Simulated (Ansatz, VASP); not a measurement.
One calculation of CuI, two programs

```xyz
4
Lattice="4.1054 0.0000 0.0000 0.0000 4.0551 0.0000 0.0000 0.0000 6.3457" Properties=species:S:1:pos:R:3 pbc="T T T"
Cu    2.0527    2.0276   -0.0139
Cu    0.0000    0.0000    0.0139
I     2.0527    0.0000    1.6819
I     0.0000    2.0276    4.6638
```

Change from the starting cell: uniaxial_x strain +1.2%.

Alike in both runs: task single point; functional PBE; k mesh 6 × 6 × 4; occupations fermi-dirac, width 0.02 eV; no spin polarisation.

|  | VASP | Ansatz |
| --- | --- | --- |
| version | VASP 6.6.1 | Ansatz 0.2.0 |
| potentials or method | VASP PAW PBE potentials, release 64 (Cu, I) | plane waves, PAW |
| plane-wave cutoff (eV) | 520 | 420 |
| valence electrons in the cell | 36 | 72 |

|  | VASP | Ansatz | Ansatz less VASP |
| --- | --- | --- | --- |
| gap on the k mesh at the Fermi level (eV) | 1.58 | 1.57 | -0.012 |
| pressure (GPa) | 2.0 | 1.8 | -0.13 |
| traceless stress, the component that is largest in VASP (GPa) | -0.46 | -0.47 | -0.014 |
| rms of the force components (eV/Å) | 0.061 | 0.058 | -0.0035 |

Atom by atom the forces differ by 0.004 eV/Å (rms over components). VASP's potentials hold 36 valence electrons a cell and Ansatz's 72, so a difference there can come from the potentials and not from the codes.

Neither program's run includes spin-orbit coupling.
